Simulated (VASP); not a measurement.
Crystal: MoS2.

```xyz
3
Lattice="3.2275 0.0000 0.0000 -1.6137 2.7951 0.0000 0.0000 0.0000 6.3125" Properties=species:S:1:pos:R:3 pbc="T T T"
Mo    0.0000    0.0000    3.1562
S     0.0000    1.8634    1.6117
S     1.6137    0.9317    4.7008
```

```yaml
Program: VASP 6.6.1
Task: relaxation of cell and atoms
Functional: LDA
Potentials_or_basis: VASP PAW LDA potentials, release 64 (Mo_sv, S)
Cutoff: 600 eV
k_mesh: 10 × 10 × 5
Occupations: fermi-dirac, width 0.15 eV
Spin: no spin polarisation
```

At the start: pressure -5.6 GPa; volume 18.98 Å³/atom.

Problem. How do energy, volume and symmetry change on relaxing?

Solution. Over 37 steps the energy falls by 36.6 meV/atom and the volume is 16.54 Å³/atom (-12.9 %); space group P-3m1 (No. 164, to 0.1 Å) before and after.

The path:
```tsv
step	energy change (eV)	largest force (eV/Å)	pressure (GPa)	volume (Å³)
1	0.0000	0.1290	-5.58	56.94
2	0.0409	1.5819	9.88	51.66
3	-0.0457	0.5387	0.17	54.64
4	-0.0746	0.2657	-0.10	53.82
5	-0.0804	0.0829	-0.28	53.28
6	-0.0804	0.0729	-0.27	53.26
7	-0.0824	0.1105	0.12	52.96
8	-0.0861	0.2266	1.31	52.09
9	-0.0824	0.4661	4.06	50.35
10	-0.0864	0.3030	2.08	51.60
11	-0.0866	0.2998	2.07	51.58
12	-0.0875	0.2927	2.03	51.51
13	-0.0891	0.2779	1.99	51.38
14	-0.0921	0.2478	1.89	51.13
15	-0.0971	0.1890	1.74	50.62
16	-0.1030	0.0743	1.63	49.59
17	-0.0926	0.1440	2.14	47.50
18	-0.1032	0.0908	1.96	49.23
19	-0.1061	0.0024	0.89	49.57
20	-0.1070	0.0989	-0.21	49.93
21	-0.1070	0.0893	-0.13	49.89
22	-0.1076	0.0652	-0.09	49.93
23	-0.1087	0.0026	-0.03	50.03
24	-0.1079	0.1210	0.14	50.22
25	-0.1088	0.0336	0.02	50.09
26	-0.1089	0.0246	-0.06	50.10
27	-0.1090	0.0017	-0.34	50.13
28	-0.1090	0.0013	-0.33	50.13
29	-0.1091	0.0001	-0.32	50.11
30	-0.1092	0.0033	-0.29	50.07
31	-0.1094	0.0101	-0.27	50.00
32	-0.1096	0.0236	-0.18	49.86
33	-0.1096	0.0272	-0.14	49.81
34	-0.1097	0.0274	-0.09	49.75
35	-0.1098	0.0287	0.24	49.57
36	-0.1098	0.0294	0.19	49.61
37	-0.1098	0.0012	0.02	49.61
```

Final structure:
```yaml
crystal:
  lattice:
    - [3.14691, 0.00000, 0.00000]
    - [-1.57345, 2.72530, 0.00000]
    - [0.00000, 0.00000, 5.78455]
  atoms:
    - { symbol: Mo, position: [0.00000, 0.00000, 0.50000] }
    - { symbol: S, position: [0.33333, 0.66667, 0.22932] }
    - { symbol: S, position: [0.66667, 0.33333, 0.77068] }
```
